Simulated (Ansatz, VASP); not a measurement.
**One calculation of SrTiC, two programs**

```xyz
3
Lattice="3.7710 0.0000 0.0000 0.0000 3.7710 0.0000 0.0000 0.0000 4.9546" Properties=species:S:1:pos:R:3 pbc="T T T"
Sr    1.8855    1.8855    4.6555
Ti    0.0000    0.0000    4.3994
C     1.8855    1.8855    2.5016
```

Alike in both runs: task single point; functional PBE; k mesh 4 × 4 × 4; occupations gaussian, width 0.1 eV; no spin polarisation.

|  | VASP | Ansatz |
| --- | --- | --- |
| version | VASP 6.6.1 | Ansatz 0.2.0 |
| potentials or method | VASP PAW PBE potentials, release 64 (Sr_sv, Ti_sv, C), cutoff 520 eV | scalar-relativistic, plane waves, PAW |
| valence electrons in the cell | 26 | 26 |

Ansatz gave:

* gap on the k mesh at the Fermi level (eV): none
* pressure (GPa): 6.2
* traceless stress, the component that is largest in VASP (GPa): -4.52
* rms of the force components (eV/Å): 1.695

Question: What did VASP give for the same quantities?

Answer: gap on the k mesh at the Fermi level (eV): none; pressure (GPa): 6.7; traceless stress, the component that is largest in VASP (GPa): -4.27; rms of the force components (eV/Å): 1.746.

Atom by atom the forces differ by 0.058 eV/Å (rms over components). A gap of «none» marks a metal or a gap that the smearing closes. With one functional, cell and mesh, what is left measures potentials, basis and numerics.

The k mesh is coarse, so the values compare programs but aren't converged.
